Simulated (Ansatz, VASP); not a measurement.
## MgCd2Te3: VASP beside Ansatz

File INCAR:

```
  PREC = Accurate
  ENCUT = 520
  EDIFF = 1E-6
  ISMEAR = 0
  SIGMA = 0.02
  LREAL = False
  LASPH = True
  NELM = 100
  ALGO = Normal
  ISIF = 2
  LWAVE = False
  LCHARG = False
  GGA = PE
  NBANDS = 31
```

Contents of KPOINTS:

```
regular mesh
0
Gamma
  8 8 8
```

Contents of POSCAR:

```
MgCd2Te3
1.0
   -2.3303983493      2.3303983493      9.8408539500
    2.3303983493     -2.3303983493      9.8408539500
    2.3303983493      2.3303983493     -9.8408539500
Mg Cd Te
1 2 3
Direct
    0.0000000000      0.0000000000      0.0000000000
    0.3343730148      0.3343730148      0.0000000000
    0.6656269852      0.6656269852      0.0000000000
    0.9191785198      0.4191785198      0.5000000000
    0.5808214802      0.0808214802      0.5000000000
    0.2500000000      0.7500000000      0.5000000000
```

Input for Ansatz:

```yaml
crystal:
  lattice:
    - [-2.3303983497, 2.3303983497, 9.8408539255]
    - [2.3303983497, -2.3303983497, 9.8408539255]
    - [2.3303983497, 2.3303983497, -9.8408539255]
  atoms:
    - { symbol: Mg, position: [0.0, 0.0, 0.0] }
    - { symbol: Cd, position: [0.3343730141, 0.3343730141, 0.0] }
    - { symbol: Cd, position: [0.6656269859, 0.6656269859, 0.0] }
    - { symbol: Te, position: [0.9191785197, 0.4191785197, 0.5] }
    - { symbol: Te, position: [0.5808214803, 0.0808214803, 0.5] }
    - { symbol: Te, position: [0.25, 0.75, 0.5] }
basis:
  ecutwfc: 420
kpoints:
  mp_grid: { grid: [8, 8, 8] }
  band_path: { path: [VBM, CBM], npoints: 2 }
hamiltonian:
  xc: pbe
scf:
  occupations: { method: gaussian, width: 0.02 }
output:
  forces: false
  stress: false
  eigenvalues: true
checkpoint:
  read: start.run
  write: ck
  compress: false
  write_wavefunctions: false
  write_every: 100000
```

Alike in both runs: task single point; functional PBE; k mesh 8 × 8 × 8; occupations gaussian, width 0.02 eV; no spin polarisation.

|  | VASP | Ansatz |
| --- | --- | --- |
| version | VASP 6.6.1 | Ansatz 0.2.0 |
| potentials or method | VASP PAW PBE potentials, release 64 (Mg, Cd, Te), cutoff 520 eV | scalar-relativistic, plane waves, PAW |
| valence electrons in the cell | 44 | 98 |

|  | VASP | Ansatz | Ansatz less VASP |
| --- | --- | --- | --- |
| gap on the k mesh at the Fermi level (eV) | 1.10 | 1.10 | +0.004 |
| least direct gap on the mesh (eV) | 1.10 | 1.10 | +0.004 |

VASP's potentials hold 44 valence electrons a cell and Ansatz's 98, so a difference there can come from the potentials and not from the codes.

Spin-orbit coupling is off throughout.
